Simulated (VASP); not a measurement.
The system is K.

```
CELL_PARAMETERS angstrom
4.31044 0.00000 0.00000
0.00000 4.31044 0.00000
0.00000 0.00000 4.31044
ATOMIC_POSITIONS crystal
K 0.00000 0.00000 0.00000
```

Base run:

```yaml
Program: VASP 6.6.1
Functional: PBEsol
Potentials_or_basis: VASP PAW PBE potentials, release 64 (K_sv)
Cutoff: 500 eV
k_mesh: 5 × 5 × 5
Occupations: fermi-dirac, width 0.1 eV
Spin: no spin polarisation
```

Its results: pressure -0.1 GPa.

The run is repeated on the same cell with these changes: k mesh from 5 × 5 × 5 to 2 × 2 × 2. What comes out?

Pressure 0.3 GPa.

Caveats: some runs use coarse meshes; the PAW data sets were made with another functional, which shifts forces and pressure a little.
